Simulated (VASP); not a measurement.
# In (Fd-3m) in VASP: further runs, part 2 of 2

VASP 6.6.1. The steps go on from the part before.

## Step 3: Relaxation of cell and atoms, PBEsol

This run uses another cell than the first one, of 35.29 Å³/atom.

Input file INCAR:

```
SYSTEM = In
PREC = Accurate
ENCUT = 600
EDIFF = 1E-6
ISMEAR = -1
SIGMA = 0.1
LREAL = .FALSE.
LASPH = .TRUE.
NELM = 60
ALGO = Normal
ISIF = 3
LWAVE = .FALSE.
LCHARG = .FALSE.
GGA = PS
IBRION = 2
NSW = 80
EDIFFG = -0.01
```

Input file KPOINTS:

```
Automatic mesh
0
G
  8 8 8
  0 0 0
```

Input file POSCAR:

```
In
1.0
    0.0000000000      3.2801942926      3.2801942926
    3.2801942926      0.0000000000      3.2801942926
    3.2801942926      3.2801942926      0.0000000000
In
2
Direct
    0.1250000000      0.1250000000      0.1250000000
    0.8750000000      0.8750000000      0.8750000000
```

Potentials or basis: VASP PAW PBE potentials, release 64 (In_d).

Command:

```
$ cat potpaw_PBE.64/In_d/POTCAR > POTCAR
$ mpirun -np 1 vasp_std > vasp.out
```

OUTCAR:

```text
SYSTEM = In
   PREC = Accurate
   ENCUT = 600
   EDIFF = 1E-6
   ISMEAR = -1
   LREAL = .FALSE.
   LASPH = .TRUE.
   NELM = 60
   ISIF = 3
   GGA = PS
   IBRION = 2
   NSW = 80
   EDIFFG = -0.01

 ion  position               nearest neighbor table
   1  0.125  0.125  0.125-   2 2.84   2 2.84   2 2.84   2 2.84
   2  0.875  0.875  0.875-   1 2.84   1 2.84   1 2.84   1 2.84

  LATTYP: Found a face centered cubic cell.
 ALAT       =     6.5603885852
[... 674 lines left out ...]

  FORCE on cell =-STRESS in cart. coord.  units (eV):
  Direction    XX          YY          ZZ          XY          YZ          ZX
  --------------------------------------------------------------------------------------
  -------------------------------------------------------------------------------------
  Total        0.0154120      0.0154120      0.0154120     -0.0000000     -0.0000000     -0.0000000
  in kB        0.3498165      0.3498165      0.3498165     -0.0000000     -0.0000000     -0.0000000
  external PRESSURE =       0.3498165 kB  Pullay stress =       0.0000000 kB

 VOLUME and BASIS-vectors are now :
 -----------------------------------------------------------------------------
  energy-cutoff  :      600.00
  volume of cell :       70.59
      direct lattice vectors                 reciprocal lattice vectors
     0.000000000  3.280194293  3.280194293    -0.152429995  0.152429995  0.152429995
     3.280194293  0.000000000  3.280194293     0.152429995 -0.152429995  0.152429995
     3.280194293  3.280194293  0.000000000     0.152429995  0.152429995 -0.152429995

 POSITION                                       TOTAL-FORCE (eV/Angst)
 -----------------------------------------------------------------------------------
      0.82005      0.82005      0.82005        -0.000000      0.000000      0.000000
      5.74034      5.74034      5.74034         0.000000     -0.000000     -0.000000
 -----------------------------------------------------------------------------------
    total drift:                                0.000000      0.000000     -0.000000

  FREE ENERGIE OF THE ION-ELECTRON SYSTEM (eV)
  ---------------------------------------------------
  free  energy   TOTEN  =        -5.1933427295 eV

  energy  without entropy=       -5.1417815962  energy(sigma->0) =       -5.16756216

 reached required accuracy - stopping structural energy minimisation
```

OSZICAR:

```text
N       E                     dE             d eps       ncg     rms          rms(c)
DAV:   1     0.201366945076E+03    0.20137E+03   -0.14302E+04   986   0.209E+03
DAV:   2     0.766847221425E+01   -0.19370E+03   -0.19196E+03   994   0.394E+02
DAV:   3    -0.488708343890E+01   -0.12556E+02   -0.12508E+02  1154   0.124E+02
DAV:   4    -0.524150595082E+01   -0.35442E+00   -0.35422E+00  1178   0.247E+01
DAV:   5    -0.525805293291E+01   -0.16547E-01   -0.16546E-01  1433   0.430E+00    0.363E+00
DAV:   6    -0.520313986852E+01    0.54913E-01   -0.12397E-01  1316   0.648E+00    0.161E+00
DAV:   7    -0.519396926761E+01    0.91706E-02   -0.32163E-02  1290   0.304E+00    0.417E-01
DAV:   8    -0.519331658902E+01    0.65268E-03   -0.25532E-03  1325   0.581E-01    0.283E-02
DAV:   9    -0.519333664755E+01   -0.20059E-04   -0.50479E-05  1452   0.745E-02    0.144E-02
DAV:  10    -0.519334295605E+01   -0.63085E-05   -0.91968E-06   866   0.343E-02    0.404E-03
DAV:  11    -0.519334272947E+01    0.22659E-06   -0.87393E-07   880   0.110E-02
   1 F= -.51933427E+01 E0= -.51675622E+01  d E =-.519334E+01
```

It took 48 s on 1 thread of Intel Xeon 8259CL, shared host; peak memory 0.24 GiB.

Results:

```yaml
Free_energy: -5.1933 eV
Pressure_after_relaxing: 0.0 GPa
Band_gap_on_the_k_mesh: zero (bands 13 and 14 overlap by 3.66 eV)
```

Final structure:
```yaml
crystal:
  lattice:
    - [0.00000, 3.28019, 3.28019]
    - [3.28019, 0.00000, 3.28019]
    - [3.28019, 3.28019, 0.00000]
  atoms:
    - { symbol: In, position: [0.12500, 0.12500, 0.12500] }
    - { symbol: In, position: [0.87500, 0.87500, 0.87500] }
```

Caveat: the relaxation stopped at its first step, so nothing moved; the PAW data sets were made with another functional, which shifts forces and pressure a little; spin-orbit coupling is left out, which moves the levels of the heavy elements.

## Step 4: Single point, PBEsol

This run uses another cell than the first one, of 35.29 Å³/atom.

Input file INCAR:

```
PREC = Accurate
ENCUT = 520
EDIFF = 1E-7
ISMEAR = -1
SIGMA = 0.1
LREAL = F
LASPH = T
NELM = 80
ALGO = Normal
ISIF = 2
LWAVE = F
LCHARG = T
GGA = PS
LELF = T
LVHAR = T
NBANDS = 20
```

Input file KPOINTS:

```
regular mesh
0
Gamma
  14 14 14
```

POSCAR is that of step 3.

Command:

```
$ cat potpaw_PBE.64/In_d/POTCAR > POTCAR
$ mpirun -np 1 vasp_std > vasp.out
```

It took 2.9 min on 1 thread of Intel Xeon 8259CL, shared host; peak memory 0.27 GiB.

The run converged. Its results:

| Property | Result |
| --- | --- |
| Free energy | -5.1934 eV |
| Pressure | 0.1 GPa |
| Band gap on the k mesh | zero (bands 13 and 14 overlap by 3.63 eV) |

Levels at points of the mesh, in eV from the Fermi level:
| k point | band 10 | band 11 | band 12 | band 13 | band 14 | band 15 | band 16 | band 17 |
| --- | --- | --- | --- | --- | --- | --- | --- | --- |
| (0.00, 0.00, 0.00) | -13.99 | -8.17 | 2.47 | 2.47 | 2.47 | 2.57 | 4.13 | 4.13 |
| (0.50, 0.00, 0.00) | -13.94 | -6.35 | -4.02 | 1.10 | 1.10 | 2.38 | 5.05 | 5.05 |
| (0.50, 0.50, 0.00) | -13.91 | -4.89 | -4.89 | -0.45 | -0.45 | 2.50 | 2.50 | 10.03 |

Caveat: the PAW data sets were made with another functional, which shifts forces and pressure a little; spin-orbit coupling is left out, which moves the levels of the heavy elements.

## Step 5: Overview

```csv
task,cell,k mesh,cutoff (eV),gap on the mesh (eV),pressure (GPa)
single point,"a = 4.817 Å, angles 60.0°, 2 atoms",9 × 9 × 9,520,none,-2.4
relaxation of cell and atoms,"relaxed from a = 4.639 Å, angles 60.0°, 2 atoms",8 × 8 × 8,600,none,0.0
single point,"a = 4.639 Å, angles 60.0°, 2 atoms",14 × 14 × 14,520,none,0.1
```

Alike in all rows: level PBEsol; potentials or basis VASP PAW PBE potentials, release 64 (In_d); no spin polarisation; smearing fermi-dirac 0.1 eV.

Caveats: the PAW data sets were made with another functional, which shifts forces and pressure a little; spin-orbit coupling is left out, which moves the levels of the heavy elements; the relaxation stopped at its first step, so nothing moved (at least some runs).

Absolute energies hang on the potentials; compare differences alone.
